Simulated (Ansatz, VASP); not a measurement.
# Two plane-wave programs on Ta

INCAR

```
PREC = Accurate
ENCUT = 500
EDIFF = 1E-7
ISMEAR = -1
SIGMA = 0.1
LREAL = False
LASPH = True
NELM = 120
ALGO = Normal
ISIF = 3
LWAVE = False
LCHARG = False
GGA = B5
ALDAX = 1.0
AGGAX = 1.0
AGGAC = 1.0
ALDAC = 0.0
IVDW = 12
VDW_S6 = 1.0
VDW_S8 = 2.6996
VDW_A1 = 0.4298
VDW_A2 = 4.2359
IBRION = 2
NSW = 80
EDIFFG = -0.02
GGA_COMPAT = False
NELMIN = 4
```

KPOINTS

```
regular mesh
0
Gamma
  13 13 7
```

POSCAR

```
Ta
1.0
    2.9003720000      0.0000000000      0.0000000000
   -1.4501860000      2.5117958324      0.0000000000
    0.0000000000      0.0000000000      5.1662740000
Ta
2
Direct
    0.6666666667      0.3333333333      0.7500000000
    0.3333333333      0.6666666667      0.2500000000
```

Input for Ansatz:

```yaml
crystal:
  lattice:
    a: 2.900372
    b: 2.900372
    c: 5.166274
    alpha: 90.0
    beta: 90.0
    gamma: 120.0
  space_group: 194
  atoms:
    - { symbol: Ta, position: [0.6666666666666666, 0.3333333333333333, 0.75] }
basis:
  ecutwfc: 517.016338673772
kpoints:
  mp_grid:
    grid: [13, 13, 7]
hamiltonian:
  xc: blyp
  dispersion: d3bj
scf:
  occupations:
    method: fermi_dirac
    width: 0.1
relax:
  f_tol: 0.02
  cell: {}
```

Alike in both runs: task relaxation of cell and atoms; functional BLYP; dispersion D3(BJ); k mesh 13 × 13 × 7; occupations fermi-dirac, width 0.1 eV; no spin polarisation.

```csv
,VASP,Ansatz
version,VASP 6.6.1,Ansatz 0.2.0
potentials or method,"VASP PAW PBE potentials, release 64 (Ta_pv), cutoff 500 eV","plane waves, PAW"
valence electrons in the cell,22,26
```

Ansatz gave:

* relaxed volume (Å³/atom): 17.95
* relaxed cell length with the largest relative difference (Å): 5.084

**Question.** Estimate VASP's values.

**Answer.** Relaxed volume (Å³/atom): 18.05; relaxed cell length with the largest relative difference (Å): 5.098.

VASP's potentials were made for PBE, not for BLYP. VASP's potentials hold 22 valence electrons a cell and Ansatz's 26, so a difference there can come from the potentials and not from the codes.

Neither program's run includes spin-orbit coupling.
